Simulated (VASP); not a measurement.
# InAs (F-43m) in VASP: vibrations by perturbation theory with PBE

Aim: the vibrations by perturbation theory of InAs with PBE.

All numbers are computed with VASP 6.6.1; they aren't measurements. Logs are shortened: lines on timing, memory, paths and dates and some standing lists are left out, and cuts for length are marked.

### 1 The cell of the first run

The structure is cubic, space group F-43m (No. 216). The conventional cell has a = 6.038 Å, b = 6.038 Å, c = 6.038 Å, α = 90.00°, β = 90.00°, γ = 90.00°. Within 3.4 Å of In (site symmetry -43m) lie 4 As at 2.61 Å. As (site symmetry -43m) has 4 In at 2.61 Å within 3.4 Å.

### 2 Vibrations by perturbation theory, PBE

Input file INCAR:

```
SYSTEM = InAs
PREC = Accurate
ENCUT = 520
EDIFF = 1E-8
ISMEAR = 0
SIGMA = 0.005
LREAL = .FALSE.
LASPH = .TRUE.
NELM = 80
ALGO = Fast
ISIF = 2
LWAVE = .FALSE.
LCHARG = .TRUE.
GGA = PE
NBANDS = 16
IBRION = 8
NSW = 1
```

Input file KPOINTS:

```
Automatic mesh
0
G
  24 24 24
  0 0 0
```

Input file POSCAR:

```
InAs
1.0
    0.0000000000      3.0188694895      3.0188694895
    3.0188694895      0.0000000000      3.0188694895
    3.0188694895      3.0188694895      0.0000000000
In As
1 1
Direct
    0.0000000000      0.0000000000      0.0000000000
    0.2500000000      0.2500000000      0.2500000000
```

Potentials or basis: VASP PAW PBE potentials, release 64 (In_d, As).

Run with:

```
cat potpaw_PBE.64/In_d/POTCAR potpaw_PBE.64/As/POTCAR > POTCAR
mpirun -np 1 vasp_std > vasp.out
```

OUTCAR:

```text
SYSTEM = InAs
   PREC = Accurate
   ENCUT = 520
   EDIFF = 1E-8
   ISMEAR = 0
   LREAL = .FALSE.
   LASPH = .TRUE.
   NELM = 80
   ISIF = 2
   GGA = PE
   IBRION = 8
   NSW = 1

 ion  position               nearest neighbor table
   1  0.000  0.000  0.000-   2 2.61   2 2.61   2 2.61   2 2.61
   2  0.250  0.250  0.250-   1 2.61   1 2.61   1 2.61   1 2.61

  LATTYP: Found a face centered cubic cell.
 ALAT       =     6.0377389790

  Lattice vectors:

 A1 = (   0.0000000000,   3.0188694895,   3.0188694895)
 A2 = (   3.0188694895,   0.0000000000,   3.0188694895)
 A3 = (   3.0188694895,   3.0188694895,   0.0000000000)

Analysis of symmetry for initial positions (statically):
=====================================================================
 Subroutine PRICEL returns:
 Original cell was already a primitive cell.

 Routine SETGRP: Setting up the symmetry group for a
 face centered cubic supercell.

 Subroutine GETGRP returns: Found 24 space group operations
 (whereof 24 operations were pure point group operations)
 out of a pool of 48 trial point group operations.

The static configuration has the point symmetry T_d .

Analysis of symmetry for dynamics (positions and initial velocities):
=====================================================================
 Subroutine PRICEL returns:
 Original cell was already a primitive cell.

 Routine SETGRP: Setting up the symmetry group for a
 face centered cubic supercell.

 Subroutine GETGRP returns: Found 24 space group operations
 (whereof 24 operations were pure point group operations)
 out of a pool of 48 trial point group operations.

The dynamic configuration has the point symmetry T_d .

 Subroutine INISYM returns: Found 24 space group operations
 (whereof 24 operations are pure point group operations),
 and found     1 'primitive' translations

----------------------------------------------------------------------------------------

                                     Primitive cell

  volume of cell :      55.0254

  direct lattice vectors                    reciprocal lattice vectors
     0.000000000  3.018869490  3.018869490    -0.165624914  0.165624914  0.165624914
     3.018869490  0.000000000  3.018869490     0.165624914 -0.165624914  0.165624914
     3.018869490  3.018869490  0.000000000     0.165624914  0.165624914 -0.165624914

  length of vectors
     4.269326175  4.269326175  4.269326175     0.286870766  0.286870766  0.286870766

  position of ions in fractional coordinates (direct lattice)
     0.000000000  0.000000000  0.000000000
     0.250000000  0.250000000  0.250000000

  ion indices of the primitive-cell ions
   primitive index   ion index
                 1           1
                 2           2

----------------------------------------------------------------------------------------

 KPOINTS: Automatic mesh

Automatic generation of k-mesh.
 Grid dimensions read from file:
 generate k-points for:   24   24   24

 Generating k-lattice:

  Cartesian coordinates                     Fractional coordinates (reciprocal lattice)
    -0.006901038  0.006901038  0.006901038     0.041666667  0.000000000  0.000000000
     0.006901038 -0.006901038  0.006901038     0.000000000  0.041666667  0.000000000
     0.006901038  0.006901038 -0.006901038     0.000000000  0.000000000  0.041666667

  Length of vectors
     0.011952949  0.011952949  0.011952949

  Shift w.r.t. Gamma in fractional coordinates (k-lattice)
     0.000000000  0.000000000  0.000000000

 Subroutine IBZKPT returns following result:
 ===========================================

 Found    413 irreducible k-points:

 Following reciprocal coordinates:
            Coordinates               Weight
  0.000000  0.000000  0.000000      1.000000
  0.041667  0.000000  0.000000      8.000000
  0.083333  0.000000  0.000000      8.000000
  0.125000  0.000000  0.000000      8.000000
  0.166667  0.000000  0.000000      8.000000
  0.208333  0.000000  0.000000      8.000000
[... 16 lines left out ...]
  0.416667  0.041667  0.000000     24.000000
  0.458333  0.041667  0.000000     24.000000
 [... further k-points ...]
   k-points           NKPTS =    413   k-points in BZ     NKDIM =    413   number of bands    NBANDS=     16
   number of dos      NEDOS =    301   number of ions     NIONS =      2
   total plane-waves  NPLWV =  32768
   dimension x,y,z NGX =    32 NGY =   32 NGZ =   32
   dimension x,y,z NGXF=    64 NGYF=   64 NGZF=   64
   ions per type =               1   1
   NGX,Y,Z   is equivalent  to a cutoff of  12.46, 12.46, 12.46 a.u.
   NGXF,Y,Z  is equivalent  to a cutoff of  24.92, 24.92, 24.92 a.u.
 SYSTEM =  InAs
   PREC   = accura    normal or accurate (medium, high low for compatibility)
   ISTART =      0    job   : 0-new  1-cont  2-samecut
   ICHARG =      2    charge: 1-file 2-atom 10-const
   ISPIN  =      1    spin polarized calculation?
   LNONCOLLINEAR =      F non collinear calculations
   LSORBIT =      F    spin-orbit coupling
   LASPH  =      T    aspherical Exc in radial PAW
   ENCUT  =  520.0 eV  38.22 Ry    6.18 a.u.   7.94  7.94  7.94*2*pi/ulx,y,z
   NELM   =     80;   NELMIN=  2; NELMDL= -5     # of ELM steps
   EDIFF  = 0.1E-07   stopping-criterion for ELM
   LREAL  =      F    real-space projection
   EDIFFG = 0.1E-06   stopping-criterion for IOM
   NSW    =      1    number of steps for IOM
   IBRION =      8    ionic relax: 0-MD 1-quasi-New 2-CG
   NFREE  =      0    steps in history (QN), initial steepest desc. (CG)
   ISIF   =      2    stress and relaxation
   ISYM   =      2    0-nonsym 1-usesym 2-fastsym
   POTIM  = 0.5000    time-step for ionic-motion
   TEBEG  =    0.0;   TEEND  =   0.0 temperature during run
   PSTRESS=    0.0 pullay stress
   NELECT =      18.0000    total number of electrons
   NUPDOWN=      -1.0000    fix difference up-down
   EMIN   =  10.00;   EMAX   =-10.00  energy-range for DOS
   EFERMI =   0.00;   METHOD = LEGACY
   ISMEAR =     0;   SIGMA  =   0.01  broadening in eV -4-tet -1-fermi 0-gaus
   EFERMI_NEDOS =   21; number of points for ismear=-14 and -15
   IALGO  =     68    algorithm
   IMIX   =      4    mixing-type and parameters
     AMIX     =   0.40;   BMIX     =  1.00
     AMIX_MAG =   1.60;   BMIX_MAG =  1.00
  volume/ion in A,a.u.               =      27.51       185.66
  Fermi-wavevector in a.u.,A,eV,Ry     =   1.128006  2.131622 17.312013  1.272397
  Thomas-Fermi vector in A             =   2.264694
   LORBIT       =      0    0 simple, 1 ext, 2 COOP (PROOUT), +10 PAW based schemes
   GGA     = PE    functional components
   LHFCALC =     F    Hartree Fock is set to
   AEXX    =    0.0000 exact exchange contribution
   IVDW    =     0    specifies the selected vdW correction
   LEPSILON=     F    determine dielectric tensor
   LRPA    =     F    only Hartree local field effects (RPA)
 non-spin polarized calculation
 RMM-DIIS sequential band-by-band and
 Gauss-broadening in eV      SIGMA  =   0.01
  energy-cutoff  :      520.00
  volume of cell :       55.03
 maximum number of plane-waves:      1524
   NGX = 15   NGY = 15   NGZ = 15

--------------------------------------- Ionic step        1  -------------------------------------------

 number of electron      17.9999991 magnetization

 Free energy of the ion-electron system (eV)
  ---------------------------------------------------
  ext. energy  EPLUGINS =         0.00000000
  ---------------------------------------------------
  free energy    TOTEN  =        -7.66672031 eV

  energy without entropy =       -7.66671976  energy(sigma->0) =       -7.66672004

 E-fermi :   4.5552     XC(G=0):  -9.1133

 val. band max:        4.5537166893   @ k =   0.0000   0.0000   0.0000
 cond. band min:       4.9802673948   @ k =   0.0417   0.0000   0.0000
 fundamental gap:      0.4265507055
 Fermi energy:         4.5552394412

 k-point     1 :       0.0000    0.0000    0.0000
  band No.  band energies     occupation
      1      -9.8469      2.00000
      2      -9.8469      2.00000
      3      -9.8469      2.00000
      4      -9.7191      2.00000
      5      -9.7191      2.00000
      6      -7.3374      2.00000
[... 433 lines left out ...]
      3      -9.8142      2.00000
      4      -9.7129      2.00000
      5      -9.7107      2.00000
      6      -5.9094      2.00000
[... 8 lines left out ...]
     15      14.7054      0.00000
     16      15.1840      0.00000

 [... further k-points ...]

------------------------ aborting loop because EDIFF is reached ----------------------------------------

  FORCE on cell =-STRESS in cart. coord.  units (eV):
  Direction    XX          YY          ZZ          XY          YZ          ZX
  --------------------------------------------------------------------------------------
  -------------------------------------------------------------------------------------
  Total        1.4719839      1.4719839      1.4719839      0.0000000     -0.0000000      0.0000000
  in kB       42.8598486     42.8598486     42.8598486      0.0000000     -0.0000000      0.0000000
  external PRESSURE =      42.8598486 kB  Pullay stress =       0.0000000 kB

 VOLUME and BASIS-vectors are now :
 -----------------------------------------------------------------------------
  energy-cutoff  :      520.00
  volume of cell :       55.03
      direct lattice vectors                 reciprocal lattice vectors
     0.000000000  3.018869490  3.018869490    -0.165624914  0.165624914  0.165624914
     3.018869490  0.000000000  3.018869490     0.165624914 -0.165624914  0.165624914
     3.018869490  3.018869490  0.000000000     0.165624914  0.165624914 -0.165624914

 POSITION                                       TOTAL-FORCE (eV/Angst)
 -----------------------------------------------------------------------------------
      0.00000      0.00000      0.00000         0.000000     -0.000000      0.000000
      1.50943      1.50943      1.50943        -0.000000      0.000000     -0.000000
 -----------------------------------------------------------------------------------
    total drift:                               -0.000000     -0.000000     -0.000000

  FREE ENERGIE OF THE ION-ELECTRON SYSTEM (eV)
  ---------------------------------------------------
  free  energy   TOTEN  =        -7.6667203143 eV

  energy  without entropy=       -7.6667197564  energy(sigma->0) =       -7.66672004

[... ionic steps 2 to 3 ...]

--------------------------------------- Ionic step        4  -------------------------------------------

------------------------ aborting loop because EDIFF is reached ----------------------------------------

[... ionic steps 5 to 6 ...]

--------------------------------------- Ionic step        7  -------------------------------------------

 Free energy of the ion-electron system (eV)
  ---------------------------------------------------
  ---------------------------------------------------
  free energy    TOTEN  =        -0.04547300 eV

  energy without entropy =       -0.04547300

------------------------ aborting loop because EDIFF is reached ----------------------------------------

 INTERNAL STRAIN TENSOR  FOR ION    2  DIRECTION 1   (eV/Angst):
 -----------------------------------------------------------------------------
     0.00182  0.00000  0.00000
     0.00000 -0.00039 -8.91103
     0.00000 -8.91103 -0.00039

 INTERNAL STRAIN TENSOR FOR ION    2 for displacements in x,y,z  (eV/Angst):
          X           Y           Z          XY          YZ          ZX
  --------------------------------------------------------------------------------
  x     0.00000    -0.00000    -0.00000     0.00000    -8.91103     0.00000
  y    -0.00000     0.00000    -0.00000     0.00000     0.00000    -8.91103
  z    -0.00000    -0.00000     0.00000    -8.91103     0.00000     0.00000

 SECOND DERIVATIVES (NOT SYMMETRIZED)
 ------------------------------------
               1X          1Y          1Z          2X          2Y          2Z
  1X    -7.993357    0.000000    0.000000    7.993357    0.000000    0.000000
  1Y     0.000000   -7.993357    0.000000    0.000000    7.993357    0.000000
  1Z     0.000000    0.000000   -7.993357    0.000000    0.000000    7.993357
  2X     8.032427    0.000000    0.000000   -8.032427    0.000000    0.000000
  2Y     0.000000    8.032427    0.000000    0.000000   -8.032427    0.000000
  2Z     0.000000    0.000000    8.032427    0.000000    0.000000   -8.032427

 Eigenvectors and eigenvalues of the dynamical matrix
 ----------------------------------------------------

   1 f  =    6.573933 THz    41.305237 2PiTHz  219.282789 cm-1    27.187589 meV
             X         Y         Z           dx          dy          dz
      0.000000  0.000000  0.000000    -0.627414   -0.006932    0.001556
      1.509435  1.509435  1.509435     0.778604    0.008602   -0.001931
[... 21 lines left out ...]
   6 f/i=    0.007830 THz     0.049198 2PiTHz    0.261184 cm-1     0.032383 meV
             X         Y         Z           dx          dy          dz
      0.000000  0.000000  0.000000     0.492017   -0.550591   -0.247124
      1.509435  1.509435  1.509435     0.396476   -0.443677   -0.199137

--------------------------------------------------------------------------------------------------------

 ELASTIC MODULI CONTR FROM IONIC RELAXATION (kBar)
 Direction    XX          YY          ZZ          XY          YZ          ZX
 --------------------------------------------------------------------------------
 XX          -0.0000     -0.0000     -0.0000     -0.0000      0.0000     -0.0000
 YY          -0.0000     -0.0000     -0.0000     -0.0000     -0.0000      0.0000
 ZZ          -0.0000     -0.0000     -0.0000      0.0000     -0.0000     -0.0000
 XY          -0.0000     -0.0000      0.0000   -284.8001      0.0000      0.0000
 YZ           0.0000     -0.0000     -0.0000      0.0000   -284.8001      0.0000
 ZX          -0.0000      0.0000     -0.0000      0.0000      0.0000   -284.8001
 --------------------------------------------------------------------------------
```

Run time: 1.6 h. Hardware: 1 thread of Oxide Virtual Turin-like, shared host; peak memory 3.2 GiB.

Results:

```yaml
Highest_phonon_frequency_at_Γ_LO-TO_splitting_left_out: 219 cm⁻¹
```

Phonon frequencies in cm⁻¹ (negative: imaginary):
| q point | frequencies |
| --- | --- |
| (0.000, 0.000, 0.000) | 0 0 0 219 219 219 |

Caveat: the cell stands under pressure or tension, which shifts response properties; spin-orbit coupling is left out, which moves the levels of the heavy elements.
